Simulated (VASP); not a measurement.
# Si2Mo (P6_222) in VASP: settings compared, part 2 of 2

VASP 6.6.1.

## 3. Single point, PBEsol+U

This run uses another cell than the first one, of 13.16 Å³/atom.

Contents of INCAR:

```
SYSTEM = Si2Mo
  PREC = Accurate
  ENCUT = 520
  EDIFF = 1E-6
  ISMEAR = -1
  SIGMA = 0.05
  LREAL = .False.
  LASPH = .True.
  NELM = 150
  ALGO = Normal
  ISIF = 2
  LWAVE = .False.
  LCHARG = .False.
  LMAXMIX = 4
  LDAU = .True.
  LDAUTYPE = 2
  LDAUL = 2 -1
  LDAUU = 4 0
  LDAUJ = 0 0
  LDAUPRINT = 1
  GGA = PS
  NBANDS = 43
```

Contents of KPOINTS:

```
Automatic mesh
0
Gamma
  5 5 3
  0 0 0
```

Contents of POSCAR:

```
Si2Mo
1.0
    4.5686249258      0.0000000000      0.0000000000
   -2.2843124629      3.9565452461      0.0000000000
    0.0000000000      0.0000000000      6.5501110578
Mo Si
3 6
Direct
    0.5000000000      0.5000000000      0.8333333333
    0.0000000000      0.5000000000      0.1666666667
    0.5000000000      0.0000000000      0.5000000000
    0.1640137175      0.3280274349      0.5000000000
    0.6719725651      0.8359862825      0.1666666667
    0.8359862825      0.1640137175      0.8333333333
    0.8359862825      0.6719725651      0.5000000000
    0.3280274349      0.1640137175      0.1666666667
    0.1640137175      0.8359862825      0.8333333333
```

Potentials or basis: VASP PAW PBE potentials, release 64 (Mo_sv, Si).

Command:

```bash
$ cat potpaw_PBE.64/Mo_sv/POTCAR potpaw_PBE.64/Si/POTCAR > POTCAR
$ mpirun -np 1 vasp_std > vasp.out
```

Wall time 30 s (1 thread of Intel Xeon 6975P-C (Granite Rapids), shared host); peak memory 0.24 GiB.

It converged, with:

```yaml
Free_energy: -60.5057 eV
Pressure: 3.9 GPa
Largest_force: 0.049 eV/Å
Band_gap_on_the_k_mesh: 0.97 eV (least direct gap 1.22 eV)
```

Forces in eV/Å, atoms in the order of the input:
```
Mo   0.000  0.000  0.000
Mo   0.000  0.000  0.000
Mo   0.000  0.000  0.000
Si   0.000 -0.049  0.000
Si   0.042  0.024  0.000
Si   0.042 -0.024  0.000
Si   0.000  0.049  0.000
Si  -0.042 -0.024  0.000
Si  -0.042  0.024  0.000
```

Stress tensor (GPa, compression positive):
```
3.90 0.00 0.00
0.00 3.90 0.00
0.00 0.00 3.77
```

Levels at points of the mesh, in eV from the valence-band top:
```tsv
k point	band 30	band 31	band 32	band 33	band 34	band 35	band 36	band 37
(0.00, 0.00, 0.00)	-2.50	-2.20	-1.68	-0.52	2.88	2.89	2.89	3.05
```

Eigenvalues of the final occupation matrices:
```csv
site,spin,trace,eigenvalues
site 1 d,1,2.13,0.32 0.38 0.44 0.46 0.53
site 1 d,2,2.13,0.32 0.38 0.44 0.46 0.53
site 2 d,1,2.13,0.32 0.38 0.44 0.46 0.53
site 2 d,2,2.13,0.32 0.38 0.44 0.46 0.53
site 3 d,1,2.13,0.32 0.38 0.44 0.46 0.53
site 3 d,2,2.13,0.32 0.38 0.44 0.46 0.53
```

Caveat: the cell stands under pressure; the PAW data sets were made with another functional, which shifts forces and pressure a little; the U is typed as a test and isn't derived for this compound. A k mesh can miss the band edges.

## 4. Relaxation of cell and atoms, RPBE

This run uses another cell than the first one, of 13.31 Å³/atom.

Contents of INCAR:

```
SYSTEM = Si2Mo
PREC     = Accurate       ! precision mode
ENCUT    = 600            ! plane-wave cutoff, eV
EDIFF    = 1E-7           ! SCF threshold, eV
ISMEAR   = -1             ! smearing method
SIGMA    = 0.05           ! smearing width, eV
LREAL    = .False.        ! projectors in reciprocal space
LASPH    = .True.         ! aspherical terms in the spheres
NELM     = 80             ! most SCF steps
ALGO     = Normal         ! electronic algorithm
ISIF     = 3              ! what is computed and relaxed
LWAVE    = .False.        ! write WAVECAR
LCHARG   = .False.        ! write CHGCAR
GGA      = RP             ! functional
IBRION   = 2              ! ionic algorithm
NSW      = 60             ! ionic steps
EDIFFG   = -0.01          ! ionic threshold
```

Contents of KPOINTS:

```
regular mesh
0
Gamma
  5 5 3
  0 0 0
```

Contents of POSCAR:

```
Si2Mo
1.0
    4.5854715599      0.0000000000      0.0000000000
   -2.2927357800      3.9711348592      0.0000000000
    0.0000000000      0.0000000000      6.5797601000
Mo Si
3 6
Direct
    0.5000000000      0.5000000000      0.8333333333
    0.0000000000      0.5000000000      0.1666666667
    0.5000000000      0.0000000000      0.5000000000
    0.1638729800      0.3277459600      0.5000000000
    0.6722540400      0.8361270200      0.1666666667
    0.8361270200      0.1638729800      0.8333333333
    0.8361270200      0.6722540400      0.5000000000
    0.3277459600      0.1638729800      0.1666666667
    0.1638729800      0.8361270200      0.8333333333
```

Command:

```bash
$ cat potpaw_PBE.64/Mo_sv/POTCAR potpaw_PBE.64/Si/POTCAR > POTCAR
$ mpirun -np 1 vasp_std > vasp.out
```

Run time: 2.9 min. Hardware: 1 thread of Intel Xeon 6975P-C (Granite Rapids), shared host; peak memory 0.29 GiB.

The run converged. Its results:

| Property | Result |
| --- | --- |
| Free energy | -66.0146 eV |
| Relaxed volume | 13.69 Å³/atom |
| Relaxed cell | a = 4.632 Å, b = 4.632 Å, c = 6.630 Å, α = 90.00°, β = 90.00°, γ = 120.00° |
| Space group after relaxing (to 0.1 Å) | P6_222 (No. 180) |
| Energy gained by relaxing | 6.8 meV/atom |
| Ionic steps | 5 |
| Pressure after relaxing | 0.1 GPa |
| Band gap on the k mesh | 0.60 eV (least direct gap 0.87 eV) |

Step by step:
```tsv
step	energy change (eV)	largest force (eV/Å)	pressure (GPa)	volume (Å³)
1	0.0000	0.0013	5.96	119.81
2	0.0766	0.0244	-7.84	128.60
3	-0.0612	0.0089	-0.06	123.23
4	-0.0612	0.0087	0.06	123.16
5	-0.0615	0.0001	0.06	123.18
```

Final structure:
```
Mo Si
1.0
     4.63181    0.00000    0.00000
    -2.31590    4.01126    0.00000
     0.00000    0.00000    6.62978
Mo Si
3 6
Direct
  0.50000 0.50000 0.83333
  0.00000 0.50000 0.16667
  0.50000 0.00000 0.50000
  0.16392 0.32783 0.50000
  0.67217 0.83608 0.16667
  0.83608 0.16392 0.83333
  0.83608 0.67217 0.50000
  0.32783 0.16392 0.16667
  0.16392 0.83608 0.83333
```

Levels at points of the mesh, in eV from the valence-band top:
```tsv
k point	band 30	band 31	band 32	band 33	band 34	band 35	band 36	band 37
(0.00, 0.00, 0.00)	-2.63	-2.39	-1.75	-0.45	2.25	2.59	2.59	2.66
```

Caveat: the PAW data sets were made with another functional, which shifts forces and pressure a little. A k mesh can miss the band edges.

## 5. Relaxation of cell and atoms, PBEsol+U

This run uses another cell than the first one, of 13.31 Å³/atom.

Contents of INCAR:

```
SYSTEM = Si2Mo
PREC = Accurate
ENCUT = 600
EDIFF = 1E-6
ISMEAR = -1
SIGMA = 0.05
LREAL = .FALSE.
LASPH = .TRUE.
NELM = 150
ALGO = Normal
ISIF = 3
LWAVE = .FALSE.
LCHARG = .FALSE.
LMAXMIX = 4
LDAU = .TRUE.
LDAUTYPE = 2
LDAUL = 2 -1
LDAUU = 4 0
LDAUJ = 0 0
LDAUPRINT = 1
GGA = PS
IBRION = 2
NSW = 60
EDIFFG = -0.01
```

Contents of KPOINTS:

```
regular mesh
0
G
  5 5 3
  0 0 0
```

POSCAR is that of step 4.

Command:

```bash
$ cat potpaw_PBE.64/Mo_sv/POTCAR potpaw_PBE.64/Si/POTCAR > POTCAR
$ mpirun -np 1 vasp_std > vasp.out
```

It took 2.1 min on 1 thread of Intel Xeon 6975P-C (Granite Rapids), shared host; peak memory 0.3 GiB.

It converged, with:

```
Free energy                           : -60.5307 eV
Relaxed volume                        : 13.39 Å³/atom
Relaxed cell                          : a = 4.598 Å, b = 4.598 Å, c = 6.580 Å, α = 90.00°, β = 90.00°, γ = 120.00°
Space group after relaxing (to 0.1 Å) : P6_222 (No. 180)
Energy gained by relaxing             : 0.3 meV/atom
Ionic steps                           : 4
Pressure after relaxing               : 0.0 GPa
Largest force after relaxing          : 0.008 eV/Å
Band gap on the k mesh                : 0.95 eV (least direct gap 1.18 eV)
```

Forces in eV/Å, atoms in the order of the input:
```
Mo   0.000  0.000  0.000
Mo   0.000  0.000  0.000
Mo   0.000  0.000  0.000
Si   0.000 -0.008  0.000
Si   0.007  0.004  0.000
Si   0.007 -0.004  0.000
Si   0.000  0.008  0.000
Si  -0.007 -0.004  0.000
Si  -0.007  0.004  0.000
```

Step by step:
```
step  energy change (eV)  largest force (eV/Å)  pressure (GPa)  volume (Å³)
   1              0.0000                0.0259            1.15       119.81
   2              0.0026                0.0066           -1.72       121.48
   3             -0.0027                0.0178           -0.07       120.50
   4             -0.0029                0.0076            0.00       120.48
```

Final structure:
```
Mo Si
1.0
     4.59821    0.00000    0.00000
    -2.29911    3.98217    0.00000
     0.00000    0.00000    6.57964
Mo Si
3 6
Direct
  0.50000 0.50000 0.83333
  0.00000 0.50000 0.16667
  0.50000 0.00000 0.50000
  0.16371 0.32741 0.50000
  0.67259 0.83629 0.16667
  0.83629 0.16371 0.83333
  0.83629 0.67259 0.50000
  0.32741 0.16371 0.16667
  0.16371 0.83629 0.83333
```

Levels at points of the mesh, in eV from the valence-band top:
```
           k point  band 30  band 31  band 32  band 33  band 34  band 35  band 36  band 37
(0.00, 0.00, 0.00)    -2.46    -2.21    -1.67    -0.50     2.81     2.81     2.81     2.93
```

Eigenvalues of the final occupation matrices:
```tsv
site	spin	trace	eigenvalues
site 1 d	1	2.11	0.32 0.38 0.44 0.45 0.52
site 1 d	2	2.11	0.32 0.38 0.44 0.45 0.52
site 2 d	1	2.11	0.32 0.38 0.44 0.45 0.52
site 2 d	2	2.11	0.32 0.38 0.44 0.45 0.52
site 3 d	1	2.11	0.32 0.38 0.44 0.45 0.52
site 3 d	2	2.11	0.32 0.38 0.44 0.45 0.52
```

Caveat: the PAW data sets were made with another functional, which shifts forces and pressure a little; the U is typed as a test and isn't derived for this compound. A k mesh can miss the band edges.

## 6. Relaxation of cell and atoms, PBEsol+U

This run uses another cell than the first one, of 13.31 Å³/atom.

Contents of INCAR:

```
SYSTEM = Si2Mo
  PREC = Accurate
  ENCUT = 600
  EDIFF = 1E-6
  ISMEAR = -1
  SIGMA = 0.05
  LREAL = .FALSE.
  LASPH = .TRUE.
  NELM = 150
  ALGO = Normal
  ISIF = 3
  LWAVE = .FALSE.
  LCHARG = .FALSE.
  LMAXMIX = 4
  LDAU = .TRUE.
  LDAUTYPE = 2
  LDAUL = 2 -1
  LDAUU = 5 0
  LDAUJ = 0 0
  LDAUPRINT = 1
  GGA = PS
  IBRION = 2
  NSW = 60
  EDIFFG = -0.01
```

KPOINTS is that of step 5.

POSCAR is that of step 5.

Potentials or basis: VASP PAW PBE potentials, release 64 (Mo_sv, Si).

Command:

```bash
$ cat potpaw_PBE.64/Mo_sv/POTCAR potpaw_PBE.64/Si/POTCAR > POTCAR
$ mpirun -np 1 vasp_std > vasp.out
```

Wall time 6.4 min (1 thread of Intel Xeon 8259CL, shared host); peak memory 0.31 GiB.

It converged, with:

```yaml
Free_energy: -56.9527 eV
Relaxed_volume: 13.43 Å³/atom
Relaxed_cell: a = 4.605 Å, b = 4.605 Å, c = 6.581 Å, α = 90.00°, β = 90.00°, γ = 120.00°
Space_group_after_relaxing_to_0.1_Å: P6_222 (No. 180)
Energy_gained_by_relaxing: 0.8 meV/atom
Ionic_steps: 7
Pressure_after_relaxing: 0.0 GPa
Largest_force_after_relaxing: 0.010 eV/Å
Band_gap_on_the_k_mesh: 1.02 eV (least direct gap 1.28 eV)
```

Forces in eV/Å, atoms in the order of the input:
```
Mo   0.000  0.000  0.000
Mo   0.000  0.000  0.000
Mo   0.000  0.000  0.000
Si   0.000 -0.010  0.000
Si   0.009  0.005  0.000
Si   0.009 -0.005  0.000
Si   0.000  0.010  0.000
Si  -0.009 -0.005  0.000
Si  -0.009  0.005  0.000
```

Stress tensor (GPa, compression positive):
```
-0.03  0.00  0.00
 0.00 -0.03  0.00
 0.00  0.00  0.09
```

Step by step:
```csv
step,energy change (eV),largest force (eV/Å),pressure (GPa),volume (Å³)
1,0.0000,0.0474,1.86,119.81
2,0.0067,0.0125,-2.72,122.51
3,-0.0068,0.0327,-0.09,120.92
4,-0.0074,0.0133,-0.01,120.89
5,-0.0074,0.0112,0.00,120.89
6,-0.0074,0.0107,0.00,120.89
7,-0.0074,0.0099,0.01,120.89
```

Final structure:
```yaml
crystal:
  lattice:
    - [4.60550, 0.00000, 0.00000]
    - [-2.30275, 3.98848, 0.00000]
    - [0.00000, 0.00000, 6.58104]
  atoms:
    - { symbol: Mo, position: [0.50000, 0.50000, 0.83333] }
    - { symbol: Mo, position: [0.00000, 0.50000, 0.16667] }
    - { symbol: Mo, position: [0.50000, 0.00000, 0.50000] }
    - { symbol: Si, position: [0.16354, 0.32707, 0.50000] }
    - { symbol: Si, position: [0.67293, 0.83646, 0.16667] }
    - { symbol: Si, position: [0.83646, 0.16354, 0.83333] }
    - { symbol: Si, position: [0.83646, 0.67293, 0.50000] }
    - { symbol: Si, position: [0.32707, 0.16354, 0.16667] }
    - { symbol: Si, position: [0.16354, 0.83646, 0.83333] }
```

Levels at points of the mesh, in eV from the valence-band top:
| k point | band 31 | band 32 | band 33 | band 34 | band 35 | band 36 |
| --- | --- | --- | --- | --- | --- | --- |
| (0.00, 0.00, 0.00) | -2.14 | -1.63 | -0.51 | 2.85 | 2.85 | 2.97 |

Eigenvalues of the final occupation matrices:
```csv
site,spin,trace,eigenvalues
site 1 d,1,2.10,0.31 0.37 0.44 0.45 0.53
site 1 d,2,2.10,0.31 0.37 0.44 0.45 0.53
site 2 d,1,2.10,0.31 0.37 0.44 0.45 0.53
site 2 d,2,2.10,0.31 0.37 0.44 0.45 0.53
site 3 d,1,2.10,0.31 0.37 0.44 0.45 0.53
site 3 d,2,2.10,0.31 0.37 0.44 0.45 0.53
```

Caveat: the PAW data sets were made with another functional, which shifts forces and pressure a little; the U is typed as a test and isn't derived for this compound.

## 7. Overview

```csv
task,level,U,cell,cutoff (eV),gap on the mesh (eV),pressure (GPa),relaxed volume (Å³/atom),largest force (eV/Å)
single point,RPBE,-,"a = 4.634, b = 4.634, c = 6.633 Å, angles 90.0, 90.0, 120.0°, 9 atoms, atomic positions A",520,0.60,-0.2,-,0.01
single point,PBEsol+U,Mo d U = 4.0 eV,"a = 4.569, b = 4.569, c = 6.550 Å, angles 90.0, 90.0, 120.0°, 9 atoms, atomic positions A",520,0.97,3.9,-,0.05
relaxation of cell and atoms,RPBE,-,"relaxed from a = 4.585, b = 4.585, c = 6.580 Å, angles 90.0, 90.0, 120.0°, 9 atoms, atomic positions B",600,0.60,0.1,13.69,-
relaxation of cell and atoms,PBEsol+U,Mo d U = 4.0 eV,"relaxed from a = 4.585, b = 4.585, c = 6.580 Å, angles 90.0, 90.0, 120.0°, 9 atoms, atomic positions B",600,0.95,0.0,13.39,0.01
relaxation of cell and atoms,PBEsol+U,Mo d U = 5.0 eV,"relaxed from a = 4.585, b = 4.585, c = 6.580 Å, angles 90.0, 90.0, 120.0°, 9 atoms, atomic positions B",600,1.02,0.0,13.43,0.01
```

Alike in all rows: potentials or basis VASP PAW PBE potentials, release 64 (Mo_sv, Si); no spin polarisation; k mesh 5 × 5 × 3; smearing fermi-dirac 0.05 eV.

Caveats: the PAW data sets were made with another functional, which shifts forces and pressure a little; the U is typed as a test and isn't derived for this compound (at least some runs); the cell stands under pressure (at least some runs).

Absolute energies hang on the potentials; compare differences alone.
